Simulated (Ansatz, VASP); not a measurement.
# One calculation of BaZrO3, two programs

Contents of INCAR:

```
  PREC = Accurate
  ENCUT = 520
  EDIFF = 1E-6
  ISMEAR = -1
  SIGMA = 0.05
  LREAL = False
  LASPH = True
  NELM = 80
  ALGO = Normal
  ISIF = 2
  LWAVE = False
  LCHARG = False
  GGA = PS
  NBANDS = 28
```

KPOINTS

```
regular mesh
0
Gamma
  6 6 6
```

The input POSCAR:

```
BaZrO3
1.0
    4.1913400000      0.0000000000      0.0000000000
    0.0000000000      4.1913400000      0.0000000000
    0.0000000000      0.0000000000      4.1913400000
Ba Zr O
1 1 3
Direct
    0.0001980000      0.0077720000     -0.0074240000
    0.5005400000      0.5082770000      0.4918760000
    0.4928290000      0.5011710000      0.0004680000
    0.4943580000      0.0015540000      0.5065890000
   -0.0058270000      0.5059910000      0.5046290000
```

File input.yaml:

```yaml
crystal:
  lattice:
    - [4.19134, 0.0, 0.0]
    - [0.0, 4.19134, 0.0]
    - [0.0, 0.0, 4.19134]
  atoms:
    - { symbol: Ba, position: [0.000198, 0.007772, -0.007424] }
    - { symbol: Zr, position: [0.50054, 0.508277, 0.491876] }
    - { symbol: O, position: [0.492829, 0.501171, 0.000468] }
    - { symbol: O, position: [0.494358, 0.001554, 0.506589] }
    - { symbol: O, position: [-0.005827, 0.505991, 0.504629] }
hamiltonian:
  xc: pbesol
  pseudopotentials: { kind: paw }
kpoints:
  mp_grid: { grid: [6, 6, 6] }
scf:
  occupations: { method: fermi_dirac, width: 0.05 }
output:
  forces: true
  stress: true
  eigenvalues: true
  write_density: true
  write_potential: true
  elf: true
  volumetric_format: npy
```

Change from the starting cell: atoms moved at random, drawn with an rms of 0.05 Å.

Alike in both runs: task single point; functional PBEsol; k mesh 6 × 6 × 6; occupations fermi-dirac, width 0.05 eV; no spin polarisation.

```csv
,VASP,Ansatz
version,VASP 6.6.1,Ansatz 0.2.0
potentials or method,"VASP PAW PBE potentials, release 64 (Ba_sv, Zr_sv, O)",Ansatz PAW
plane-wave cutoff (eV),520,420
valence electrons in the cell,40,40
```

```tsv
	VASP	Ansatz	Ansatz less VASP
gap on the k mesh at the Fermi level (eV)	3.13	3.18	+0.050
least direct gap on the mesh (eV)	3.36	3.39	+0.022
pressure (GPa)	0.0	-1.1	-1.15
traceless stress, the component that is largest in VASP (GPa)	0.10	0.10	-0.003
rms of the force components (eV/Å)	0.106	0.101	-0.0050
```

VASP's potentials were made for PBE, not for PBEsol. Atom by atom the forces differ by 0.009 eV/Å (rms over components). With one functional, cell and mesh, what is left measures potentials, basis and numerics.

Spin-orbit coupling is off throughout.
